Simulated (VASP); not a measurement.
Write the native input for VASP 6.6.1 that does the following.

| Item | Value |
| --- | --- |
| Task | single point |
| Functional | PBE |
| Potentials or basis | VASP PAW PBE potentials, release 64 (Rb_sv, Na_pv, S) |
| Cutoff | 520 eV |
| k mesh | 6 × 6 × 4 |
| Occupations | gaussian, width 0.1 eV |
| Spin | no spin polarisation |
| Dipole correction | no |
| Further INCAR settings | ALGO = Normal; EDIFF = 1e-06; NBANDS = 42 |

The structure of Rb5Na2S lies in POSCAR:

```
Rb5Na2S
1.0
    6.4317917436      0.0000000000      0.0000000000
   -3.2158958718      5.5700950418      0.0000000000
    0.0000000000      0.0000000000     11.9113751312
Rb Na S
5 2 1
Direct
    0.3333333333      0.6666666667      0.1627833162
    0.6666666667      0.3333333333      0.1627833162
    0.6666666667      0.3333333333      0.8372166838
    0.3333333333      0.6666666667      0.8372166838
    0.0000000000      0.0000000000      0.5000000000
    0.3333333333      0.6666666667      0.5000000000
    0.6666666667      0.3333333333      0.5000000000
    0.0000000000      0.0000000000      0.0000000000
```

The cell was built from a structure type or drawn by symmetry, and may not be a known phase.

One way to write it, as run:

INCAR

```
PREC = Accurate
ENCUT = 520
EDIFF = 1E-6
ISMEAR = 0
SIGMA = 0.1
LREAL = False
LASPH = True
NELM = 80
ALGO = Normal
ISIF = 2
LWAVE = False
LCHARG = True
GGA = PE
LELF = True
LVHAR = True
NBANDS = 42
```

KPOINTS

```
regular mesh
0
Gamma
  6 6 4
```

Potentials or basis: VASP PAW PBE potentials, release 64 (Rb_sv, Na_pv, S).

The run is started by

```console
$ cat potpaw_PBE.64/Rb_sv/POTCAR potpaw_PBE.64/Na_pv/POTCAR potpaw_PBE.64/S/POTCAR > POTCAR
$ mpirun -np 1 vasp_std > vasp.out
```

It gave:

The pressure is 0.0 GPa. The band gap on the k mesh is zero (an odd number of electrons rules out a gap without spin polarisation).

Run time: 5.7 min on 1 thread of Intel(R) Xeon(R) Platinum 8559C (Emerald Rapids) (shared host), peak memory 0.65 GiB.
